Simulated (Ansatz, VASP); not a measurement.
# Two plane-wave programs on Ti3Al

```
Ti Al
1.0
     3.00377    0.00000    0.00000
    -1.50188    2.60134    0.00000
     0.00000    0.00000    8.70350
Ti Al
3 1
Direct
  0.66667 0.33333 0.00000
  0.33333 0.66667 0.75039
  0.33333 0.66667 0.24961
  0.66667 0.33333 0.50000
```

Alike in both runs: task single point; functional r2SCAN; k mesh 24 × 24 × 6; occupations gaussian, width 0.15 eV; no spin polarisation.

|  | VASP | Ansatz |
| --- | --- | --- |
| version | VASP 6.6.1 | Ansatz 0.2.0 |
| potentials or method | VASP PAW PBE potentials, release 64 (Ti_sv, Al), cutoff 520 eV | scalar-relativistic, plane waves, PAW |
| valence electrons in the cell | 39 | 39 |

```tsv
	VASP	Ansatz	Ansatz less VASP
gap on the k mesh at the Fermi level (eV)	none	none	-
pressure (GPa)	1.1	0.9	-0.25
traceless stress, the component that is largest in VASP (GPa)	9.55	9.54	-0.014
rms of the force components (eV/Å)	0.036	0.045	+0.0088
```

VASP's potentials were made for PBE, not for r2SCAN. Atom by atom the forces differ by 0.009 eV/Å (rms over components). A gap of «none» marks a metal or a gap that the smearing closes.
